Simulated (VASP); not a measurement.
# AlN: single point with r2SCAN

Crystal: AlN.

```
CELL_PARAMETERS angstrom
-3.10667 0.00000 0.00000
-1.55333 -2.69045 0.00000
0.00000 0.00000 9.95681
ATOMIC_POSITIONS crystal
Al 0.33333 0.33333 0.00085
Al 0.33333 0.33333 0.50085
Al 0.66667 0.66667 0.25085
Al 0.66667 0.66667 0.75085
N 0.33333 0.33333 0.19165
N 0.33333 0.33333 0.69165
N 0.66667 0.66667 0.44165
N 0.66667 0.66667 0.94165
```

- Program: VASP 6.6.1
- Task: single point
- Functional: r2SCAN
- Potentials or basis: VASP PAW PBE potentials, release 64 (Al, N)
- Cutoff: 520 eV
- k mesh: 8 × 8 × 3
- Occupations: gaussian, width 0.05 eV
- Spin: no spin polarisation

| Property | Result |
| --- | --- |
| Pressure | -0.4 GPa |
| Band gap on the k mesh | 4.92 eV |

Levels at points of the mesh, in eV from the valence-band top:
```tsv
k point	band 14	band 15	band 16	band 17	band 18	band 19
(0.00, 0.00, 0.00)	-0.22	-0.22	0.00	4.92	7.26	7.26
(0.50, 0.00, 0.00)	-1.39	-1.39	-0.71	6.00	6.00	6.45
```

Run time: 3.6 min on 1 thread of Intel Xeon 8259CL, with other jobs on the host, peak memory 0.22 GiB.

Caveat: the PAW data sets were made with another functional, which shifts forces and pressure a little. A k mesh can miss the band edges.
